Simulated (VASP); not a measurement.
Runs of VASP 6.6.1 on Ni. The structure is that of space group Fm-3m (No. 225), or close to it. The cells are those of the table. 

```csv
cell,gap on the mesh (eV),pressure (GPa),moment (μB)
"a = 2.538, b = 2.538, c = 2.500 Å, angles 60.5, 60.5, 59.0°, 1 atom",none,-7.6,(c)
"a = 2.501, b = 2.501, c = 2.425 Å, angles 61.0, 61.0, 58.0°, 1 atom",none,3.7,0.62
"a = 2.463, b = 2.463, c = 2.500 Å, angles 59.5, 59.5, 61.0°, 1 atom",none,(a),0.63
"a = 2.482, b = 2.482, c = 2.425 Å, angles 60.8, 60.8, 58.5°, 1 atom",none,6.8,0.62
"a = 2.538, b = 2.538, c = 2.575 Å, angles 59.5, 59.5, 61.0°, 1 atom",none,(b),0.65
```

Alike in all rows: task single point; level PBE; potentials or basis VASP PAW PBE potentials, release 64 (Ni); spin collinear, ferromagnetic start; k mesh 22 × 22 × 22; cutoff (eV) 520; smearing gaussian 0.15 eV.

Task: Fill in the values left out.

Result: (a) 3.3; (b) -11.9; (c) 0.64.

Caveats: the cell stands under pressure (at least some runs); the cell stands under tension (at least some runs).

A gap of «none» marks levels without a gap at the run's occupations.
